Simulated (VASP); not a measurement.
Here is a VASP 6.6.1 calculation.

Contents of POSCAR:

```
BaTiO3
1.0
    3.8531472937      0.0000000000      0.0000000000
    0.0000000000      3.8531472937      0.0000000000
    0.0000000000      0.0000000000      4.1123825679
Ba Ti O
1 1 3
Direct
    0.0000000000      0.0000000000      0.9926109041
    0.5000000000      0.5000000000      0.4745255187
    0.5000000000      0.5000000000      0.0315737051
    0.5000000000      0.0000000000      0.5146449361
    0.0000000000      0.5000000000      0.5146449361
```

The input INCAR.step1:

```
ALGO = Normal ; EDIFF = 1E-4
ENCUT = 520 ; GGA = PE
ISMEAR = 0 ; LASPH = T
LCHARG = F ; LREAL = F
LWAVE = T ; NBANDS = 28
NELM = 60 ; PREC = Accurate
SIGMA = 0.05
```

INCAR.step2

```
ALGO = Normal ; EDIFF = 1E-6
ENCUT = 520 ; ISIF = 2
ISMEAR = 0 ; ISTART = 1
LASPH = T ; LCHARG = F
LMIXTAU = T ; LREAL = F
LWAVE = F ; METAGGA = R2SCAN
NBANDS = 28 ; NELM = 60
PREC = Accurate ; SIGMA = 0.05
```

File KPOINTS:

```
k-points
0
Gamma
  8 8 8
```

Potentials or basis: VASP PAW PBE potentials, release 64 (Ba_sv, Ti_sv, O).

Launch:

```console
$ cat potpaw_PBE.64/Ba_sv/POTCAR potpaw_PBE.64/Ti_sv/POTCAR potpaw_PBE.64/O/POTCAR > POTCAR
$ cp INCAR.step1 INCAR
$ mpirun -np 1 vasp_std > vasp.out
$ cp INCAR.step2 INCAR
$ mpirun -np 1 vasp_std > vasp.out
```

Problem. What does it give for the largest force?

Solution. 0.400 eV/Å.

Problem. Estimate the pressure.

Solution. 14.9 GPa.

Problem. What does it give for the band gap on the k mesh?

Solution. 2.34 eV (least direct gap 2.88 eV).

Forces on the atoms (eV/Å):
```
Ba   0.000  0.000  0.053
Ti   0.000  0.000  0.207
O    0.000  0.000 -0.400
O    0.000  0.000  0.070
O    0.000  0.000  0.070
```

Caveat: the cell differs from its parent crystal (strain -0.030 along x and y, +0.000 along z); the stress differs along the axes, from 10 to 18 GPa; the PAW data sets were made with another functional, which shifts forces and pressure a little; spin-orbit coupling is left out, which moves the levels of the heavy elements. A k mesh can miss the band edges.
